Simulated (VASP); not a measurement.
# CaCu2S2: electric field gradients with r2SCAN

The system is CaCu2S2.

```
Ca Cu S
1.0
     3.94000    0.00000    0.00000
    -1.97000    3.41214    0.00000
     0.00000    0.00000    6.52300
Ca Cu S
1 2 2
Direct
  0.00000 0.00000 0.00000
  0.33333 0.66667 0.37257
  0.66667 0.33333 0.62743
  0.33333 0.66667 0.74150
  0.66667 0.33333 0.25850
```

```
Program                : VASP 6.6.1
Task                   : electric field gradients
Functional             : r2SCAN
Potentials or basis    : VASP PAW PBE potentials, release 64 (Ca_sv, Cu, S)
Cutoff                 : 520 eV
k mesh                 : 8 × 8 × 5
Occupations            : fermi-dirac, width 0.02 eV
Spin                   : no spin polarisation
Dipole correction      : no
Further INCAR settings : ALGO = Normal; EDIFF = 1e-08; NBANDS = 30
```

* Pressure: -1.9 GPa
* Largest force: 0.088 eV/Å
* Band gap on the k mesh: 1.54 eV
* Largest electric field gradient by atom: Ca -1.9; Cu +8.4; S -4.6 V/Å²

Forces on the atoms (eV/Å):
```
Ca   0.000  0.000  0.000
Cu   0.000  0.000  0.033
Cu   0.000  0.000 -0.033
S    0.000  0.000 -0.088
S    0.000  0.000  0.088
```

Stress tensor (GPa, compression positive):
```
-2.12  0.00  0.00
 0.00 -2.12  0.00
 0.00  0.00 -1.36
```

Levels at points of the mesh, in eV from the valence-band top:
```
           k point  band 18  band 19  band 20  band 21  band 22  band 23  band 24  band 25  band 26  band 27
(0.00, 0.00, 0.00)    -0.63    -0.63    -0.12     0.00     0.00     1.54     2.50     3.04     3.56     3.56
(0.50, 0.00, 0.00)    -1.70    -1.69    -1.63    -1.48    -0.69     2.18     3.69     4.42     5.38     5.40
```

Electric field gradients, principal values (V/Å²):
```tsv
atom	least	middle	greatest (by size)
1 Ca	0.970	0.970	-1.940
2 Cu	-4.205	-4.218	8.422
3 Cu	-4.205	-4.218	8.422
4 S	2.316	2.317	-4.634
5 S	2.316	2.317	-4.634
```

Wall time 9.4 min on 1 thread of Intel(R) Xeon(R) Platinum 8259CL CPU @ 2.50GHz (Skylake/Cascade Lake) (shared host), peak memory 0.28 GiB.

Caveat: without QUAD_EFG the Cq values of the log hold for a quadrupole moment of 1 mb, not for the nuclei; the PAW data sets were made with another functional, which shifts forces and pressure a little; an odd mesh through Γ misses points on the zone boundary, where band edges can lie.
